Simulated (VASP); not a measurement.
**SnSe2: single point with PBE**

SnSe2:

```
Sn Se
1.0
     3.82516    0.00000    0.00000
    -1.91258    3.31269    0.00000
     0.00000    0.00000    6.22706
Sn Se
1 2
Direct
  0.00000 0.00000 0.00000
  0.33333 0.66667 0.25308
  0.66667 0.33333 0.74692
```

```json
{
 "Program": "VASP 6.6.1",
 "Task": "single point",
 "Functional": "PBE",
 "Potentials or basis": "VASP PAW PBE potentials, release 64 (Sn_d, Se)",
 "Cutoff": "520 eV",
 "k mesh": "6 × 6 × 4",
 "Occupations": "gaussian, width 0.01 eV",
 "Spin": "no spin polarisation",
 "Dipole correction": "no",
 "Further INCAR settings": "ALGO = Normal; EDIFF = 1e-06; NBANDS = 20"
}
```

```
Pressure               : 3.0 GPa
Largest force          : 0.262 eV/Å
Band gap on the k mesh : 0.79 eV, indirect (least direct gap 1.12 eV)
```

Forces in eV/Å, atoms in the order of the input:
```
Sn   0.000  0.000  0.000
Se   0.000  0.000  0.262
Se   0.000  0.000 -0.262
```

Levels at points of the mesh, in eV from the valence-band top:
```csv
k point,band 11,band 12,band 13,band 14,band 15,band 16
"(0.00, 0.00, 0.00)",-0.25,-0.25,-0.07,1.05,3.11,4.70
"(0.50, 0.00, 0.00)",-2.42,-1.20,-0.22,1.20,3.80,5.37
"(0.00, 0.00, 0.50)",-0.61,-0.09,-0.09,2.49,3.03,4.44
"(0.50, 0.00, 0.50)",-1.94,-0.78,-0.61,0.79,4.21,4.77
```

Wall time 14 s on 1 thread of Intel(R) Xeon(R) 6975P-C (Granite Rapids), on a shared host, peak memory 0.2 GiB.

Caveat: spin-orbit coupling is left out, which moves the levels of the heavy elements; this functional lacks dispersion, which binds the layers, so the pressure and a relaxed spacing across them are unreliable. A k mesh can miss the band edges.
